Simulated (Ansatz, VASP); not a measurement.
AlAs4: VASP beside Ansatz

```
Al As
1.0
     2.39371   -5.33022    0.00000
     2.39371    5.33022    0.00000
     0.00000    0.00000    9.14082
Al As
2 8
Direct
  0.50000 0.50000 0.00000
  0.00000 0.00000 0.50000
  0.21129 0.50213 0.38584
  0.49787 0.78871 0.61416
  0.50213 0.21129 0.61416
  0.78871 0.49787 0.38584
  0.00213 0.71129 0.88584
  0.28871 0.99787 0.11416
  0.71129 0.00213 0.11416
  0.99787 0.28871 0.88584
```

Change from the starting cell: species swapped into the Sn4Pd type (Ccce, No. 68).

Alike in both runs: functional PBE; k mesh 8 × 8 × 4; occupations gaussian, width 0.1 eV; no spin polarisation.

Ansatz relaxed the structure, and its values are those at the end. VASP's run is a single point on that final structure, the one shown.

|  | VASP | Ansatz |
| --- | --- | --- |
| version | VASP 6.6.1 | Ansatz 0.2.0 |
| potentials or method | VASP PAW PBE potentials, release 64 (Al, As), cutoff 520 eV | scalar-relativistic, plane waves, PAW |
| valence electrons in the cell | 46 | 126 |

Ansatz gave:

| Quantity | Value |
| --- | --- |
| gap on the k mesh at the Fermi level (eV) | none |
| pressure (GPa) | 0.0 |
| rms of the force components (eV/Å) | 0.001 |

Question: What did VASP give for the same quantities?

Answer: gap on the k mesh at the Fermi level (eV): none; pressure (GPa): 0.2; rms of the force components (eV/Å): 0.022.

A gap of «none» marks a metal or a gap that the smearing closes. The functional is the same, so the differences come from potentials, cutoffs and numerics. VASP's potentials hold 46 valence electrons a cell and Ansatz's 126, so a difference there can come from the potentials and not from the codes.
